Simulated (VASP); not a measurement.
Runs of VASP 6.6.1 on NaF. The structure is that of space group Fm-3m (No. 225), or close to it. The cells are those of the table. 

| cell | gap on the mesh (eV) | pressure (GPa) |
| --- | --- | --- |
| a = 3.216, b = 3.216, c = 3.242 Å, angles 60.3, 60.3, 90.0°, 2 atoms | 7.40 | 0.0 |
| a = 3.265, b = 3.265, c = 3.254 Å, angles 59.9, 59.9, 90.0°, 2 atoms | 7.27 | (c) |
| a = 3.184, b = 3.184, c = 3.229 Å, angles 60.5, 60.5, 90.0°, 2 atoms | 7.51 | (a) |
| a = 3.265, b = 3.265, c = 3.252 Å, angles 59.9, 59.9, 90.0°, 2 atoms | (b) | -1.1 |

Alike in all rows: task single point; level r2SCAN; potentials or basis VASP PAW PBE potentials, release 64 (Na_pv, F); no spin polarisation; k mesh 8 × 8 × 8; cutoff (eV) 520; smearing gaussian 0.01 eV.

Estimate the missing entries.

(a) 1.3; (b) 7.28; (c) -1.2.

Caveats: the PAW data sets were made with another functional, which shifts forces and pressure a little.

